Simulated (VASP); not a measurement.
# In (Pm-3m) in VASP: notebook

Runs on In. Level: BLYP. Tasks: single point.

All numbers are computed with VASP 6.6.1; they aren't measurements. Logs are shortened: lines on timing, memory, paths and dates and some standing lists are left out, and cuts for length are marked.

**1. The cell of the first run**

The structure is cubic, space group Pm-3m (No. 221). The conventional cell has a = 3.170 Å, b = 3.170 Å, c = 3.170 Å, α = 90.00°, β = 90.00°, γ = 90.00°. Within 4.2 Å of In (site symmetry m-3m) lie 6 In at 3.17 Å.

This isn't the form of In at room conditions, which is tetragonal.

**2. Single point, BLYP (31.86 Å³/atom)**

Contents of INCAR:

```
SYSTEM = In
PREC = Accurate ; ENCUT = 520
EDIFF = 1E-7 ; ISMEAR = -1
SIGMA = 0.1 ; LREAL = .FALSE.
LASPH = .TRUE. ; NELM = 60
ALGO = Normal ; ISIF = 2
LWAVE = .FALSE. ; LCHARG = .FALSE.
GGA = B5 ; ALDAX = 1.0
AGGAX = 1.0 ; AGGAC = 1.0
ALDAC = 0.0 ; NBANDS = 12
```

Contents of KPOINTS:

```
Automatic mesh
0
G
  16 16 16
  0 0 0
```

Contents of POSCAR:

```
In
1.0
    3.1702429643      0.0000000000      0.0000000000
    0.0000000000      3.1702429643      0.0000000000
    0.0000000000      0.0000000000      3.1702429643
In
1
Direct
    0.0000000000      0.0000000000      0.0000000000
```

Potentials or basis: VASP PAW PBE potentials, release 64 (In_d).

The run is started by

```sh
cat potpaw_PBE.64/In_d/POTCAR > POTCAR
mpirun -np 1 vasp_std > vasp.out
```

OUTCAR:

```text
SYSTEM = In
   PREC = Accurate
   ENCUT = 520
   EDIFF = 1E-7
   ISMEAR = -1
   LREAL = .FALSE.
   LASPH = .TRUE.
   NELM = 60
   ISIF = 2
   GGA = B5

 ion  position               nearest neighbor table
   1  0.000  0.000  0.000-

  LATTYP: Found a simple cubic cell.
 ALAT       =     3.1702429643

  Lattice vectors:

 A1 = (   3.1702429643,   0.0000000000,   0.0000000000)
 A2 = (   0.0000000000,   3.1702429643,   0.0000000000)
 A3 = (   0.0000000000,   0.0000000000,   3.1702429643)

Analysis of symmetry for initial positions (statically):
=====================================================================
 Subroutine PRICEL returns:
 Original cell was already a primitive cell.

 Routine SETGRP: Setting up the symmetry group for a
 simple cubic supercell.

 Subroutine GETGRP returns: Found 48 space group operations
 (whereof 48 operations were pure point group operations)
 out of a pool of 48 trial point group operations.

The static configuration has the point symmetry O_h .

Analysis of symmetry for dynamics (positions and initial velocities):
=====================================================================
 Subroutine PRICEL returns:
 Original cell was already a primitive cell.

 Routine SETGRP: Setting up the symmetry group for a
 simple cubic supercell.

 Subroutine GETGRP returns: Found 48 space group operations
 (whereof 48 operations were pure point group operations)
 out of a pool of 48 trial point group operations.

The dynamic configuration has the point symmetry O_h .

 Subroutine INISYM returns: Found 48 space group operations
 (whereof 48 operations are pure point group operations),
 and found     1 'primitive' translations

----------------------------------------------------------------------------------------

                                     Primitive cell

  volume of cell :      31.8623

  direct lattice vectors                    reciprocal lattice vectors
     3.170242964  0.000000000  0.000000000     0.315433237  0.000000000  0.000000000
     0.000000000  3.170242964  0.000000000     0.000000000  0.315433237  0.000000000
     0.000000000  0.000000000  3.170242964     0.000000000  0.000000000  0.315433237

  length of vectors
     3.170242964  3.170242964  3.170242964     0.315433237  0.315433237  0.315433237

  position of ions in fractional coordinates (direct lattice)
     0.000000000  0.000000000  0.000000000
[... 81 lines left out ...]
   NFREE  =      0    steps in history (QN), initial steepest desc. (CG)
   ISIF   =      2    stress and relaxation
   ISYM   =      2    0-nonsym 1-usesym 2-fastsym
   POTIM  = 0.5000    time-step for ionic-motion
   TEBEG  =    0.0;   TEEND  =   0.0 temperature during run
   PSTRESS=    0.0 pullay stress
   NELECT =      13.0000    total number of electrons
   NUPDOWN=      -1.0000    fix difference up-down
   EMIN   =  10.00;   EMAX   =-10.00  energy-range for DOS
   EFERMI =   0.00;   METHOD = LEGACY
   ISMEAR =    -1;   SIGMA  =   0.10  broadening in eV -4-tet -1-fermi 0-gaus
   EFERMI_NEDOS =   21; number of points for ismear=-14 and -15
   IALGO  =     38    algorithm
   IMIX   =      4    mixing-type and parameters
     AMIX     =   0.40;   BMIX     =  1.00
     AMIX_MAG =   1.60;   BMIX_MAG =  1.00
  volume/ion in A,a.u.               =      31.86       215.02
  Fermi-wavevector in a.u.,A,eV,Ry     =   1.214218  2.294540 20.059420  1.474326
  Thomas-Fermi vector in A             =   2.349645
   LORBIT       =      0    0 simple, 1 ext, 2 COOP (PROOUT), +10 PAW based schemes
   GGA     = B5    functional components
   LHFCALC =     F    Hartree Fock is set to
   AEXX    =    0.0000 exact exchange contribution
   IVDW    =     0    specifies the selected vdW correction
   LEPSILON=     F    determine dielectric tensor
   LRPA    =     F    only Hartree local field effects (RPA)
 non-spin polarized calculation
  energy-cutoff  :      520.00
  volume of cell :       31.86
 maximum number of plane-waves:       876
 NGX is ok and might be reduce to    24
   NGX = 11   NGY = 11   NGZ = 11

 number of electron      13.0000017 magnetization

 Free energy of the ion-electron system (eV)
  ---------------------------------------------------
  ext. energy  EPLUGINS =         0.00000000
  ---------------------------------------------------
  free energy    TOTEN  =        -1.85286424 eV

  energy without entropy =       -1.83033597  energy(sigma->0) =       -1.84160010

 E-fermi :   5.8639     XC(G=0):  -8.6625

 val. band max:        5.8634621979   @ k =   0.3750   0.2500   0.1875
 cond. band min:       5.8820882779   @ k =   0.5000   0.5000   0.1875
 fundamental gap:      0.0186260800
 Fermi energy:         5.8638695283

 k-point     1 :       0.0000    0.0000    0.0000
  band No.  band energies     occupation
      1      -9.0241      2.00000
      2      -9.0241      2.00000
      3      -8.4858      2.00000
      4      -8.4858      2.00000
      5      -8.4858      2.00000
      6      -2.5964      2.00000
      7      12.4291      0.00000
      8      12.4291      0.00000
      9      12.4291      0.00000
     10      15.7977      0.00000
     11      15.7977      0.00000
     12      16.9009      0.00000
[... 331 lines left out ...]
 k-point    24 :       0.5000    0.1250    0.0000
  band No.  band energies     occupation
      1      -8.9510      2.00000
      2      -8.6644      2.00000
      3      -8.6286      2.00000
      4      -8.6062      2.00000
      5      -8.4941      2.00000
      6       0.6637      2.00000
      7       3.2405      2.00000
      8      12.8467      0.00000
      9      15.2600      0.00000
     10      15.8535      0.00000
     11      18.5716      0.00000
     12      19.4703      0.00000

 [... further k-points ...]

------------------------ aborting loop because EDIFF is reached ----------------------------------------

  FORCE on cell =-STRESS in cart. coord.  units (eV):
  Direction    XX          YY          ZZ          XY          YZ          ZX
  --------------------------------------------------------------------------------------
  -------------------------------------------------------------------------------------
  Total        0.1894029      0.1894029      0.1894029     -0.0000000     -0.0000000      0.0000000
  in kB        9.5240024      9.5240024      9.5240024     -0.0000000     -0.0000000      0.0000000
  external PRESSURE =       9.5240024 kB  Pullay stress =       0.0000000 kB

 VOLUME and BASIS-vectors are now :
 -----------------------------------------------------------------------------
  energy-cutoff  :      520.00
  volume of cell :       31.86
      direct lattice vectors                 reciprocal lattice vectors
     3.170242964  0.000000000  0.000000000     0.315433237  0.000000000  0.000000000
     0.000000000  3.170242964  0.000000000     0.000000000  0.315433237  0.000000000
     0.000000000  0.000000000  3.170242964     0.000000000  0.000000000  0.315433237

 POSITION                                       TOTAL-FORCE (eV/Angst)
 -----------------------------------------------------------------------------------
      0.00000      0.00000      0.00000         0.000000      0.000000      0.000000
 -----------------------------------------------------------------------------------
    total drift:                                0.000000     -0.000000     -0.000000

  FREE ENERGIE OF THE ION-ELECTRON SYSTEM (eV)
  ---------------------------------------------------
  free  energy   TOTEN  =        -1.8528642392 eV

  energy  without entropy=       -1.8303359688  energy(sigma->0) =       -1.84160010
```

Wall time 1.7 min (1 thread of AMD EPYC 7R13, shared host); peak memory 0.15 GiB.

Results:

| Property | Result |
| --- | --- |
| Free energy | -1.8529 eV |
| Pressure | 1.0 GPa |
| Band gap on the k mesh | zero (an odd number of electrons rules out a gap without spin polarisation) |

Levels at points of the mesh, in eV from the Fermi level:
| k point | band 4 | band 5 | band 6 | band 7 | band 8 | band 9 |
| --- | --- | --- | --- | --- | --- | --- |
| (0.00, 0.00, 0.00) | -14.35 | -14.35 | -8.46 | 6.57 | 6.57 | 6.57 |
| (0.50, 0.00, 0.00) | -14.50 | -14.34 | -5.42 | -2.86 | 9.11 | 9.11 |
| (0.50, 0.50, 0.00) | -14.48 | -14.19 | -2.25 | -0.52 | -0.52 | 4.20 |
| (0.50, 0.50, 0.50) | -14.18 | -14.18 | 1.39 | 1.77 | 1.77 | 1.77 |

Caveat: the PAW data sets were made with another functional, which shifts forces and pressure a little; spin-orbit coupling is left out, which moves the levels of the heavy elements.

**3. Single point, BLYP**

This run uses another cell than the first one, of 33.19 Å³/atom.

Contents of INCAR:

```
SYSTEM = In
  AGGAC = 1.0
  AGGAX = 1.0
  ALDAC = 0.0
  ALDAX = 1.0
  ALGO = Normal
  EDIFF = 1E-6
  ENCUT = 520
  GGA = B5
  ISIF = 2
  ISMEAR = -1
  LASPH = .TRUE.
  LCHARG = .TRUE.
  LELF = .TRUE.
  LREAL = .FALSE.
  LVHAR = .TRUE.
  LWAVE = .FALSE.
  NBANDS = 12
  NELM = 60
  PREC = Accurate
  SIGMA = 0.1
```

Contents of KPOINTS:

```
k-points
0
G
  16 16 16
  0 0 0
```

Contents of POSCAR:

```
In
1.0
    3.2136763473      0.0000000000      0.0000000000
    0.0000000000      3.2136763473      0.0000000000
    0.0000000000      0.0000000000      3.2136763473
In
1
Direct
    0.0000000000      0.0000000000      0.0000000000
```

Potentials or basis: VASP PAW PBE potentials, release 64 (In_d).

The run is started by

```sh
cat potpaw_PBE.64/In_d/POTCAR > POTCAR
mpirun -np 1 vasp_std > vasp.out
```

Wall time 89 s (1 thread of AMD EPYC 7R13, shared host); peak memory 0.15 GiB.

It converged, with:

| Item | Value |
| --- | --- |
| Free energy | -1.8576 eV |
| Pressure | 0.0 GPa |
| Band gap on the k mesh | zero (an odd number of electrons rules out a gap without spin polarisation) |

Levels at points of the mesh, in eV from the Fermi level:
| k point | band 4 | band 5 | band 6 | band 7 | band 8 | band 9 |
| --- | --- | --- | --- | --- | --- | --- |
| (0.00, 0.00, 0.00) | -14.36 | -14.36 | -8.26 | 6.36 | 6.36 | 6.36 |
| (0.50, 0.00, 0.00) | -14.49 | -14.35 | -5.38 | -2.73 | 8.76 | 8.76 |
| (0.50, 0.50, 0.00) | -14.47 | -14.22 | -2.39 | -0.47 | -0.47 | 4.18 |
| (0.50, 0.50, 0.50) | -14.21 | -14.21 | 1.02 | 1.71 | 1.71 | 1.71 |

Caveat: the PAW data sets were made with another functional, which shifts forces and pressure a little; spin-orbit coupling is left out, which moves the levels of the heavy elements.
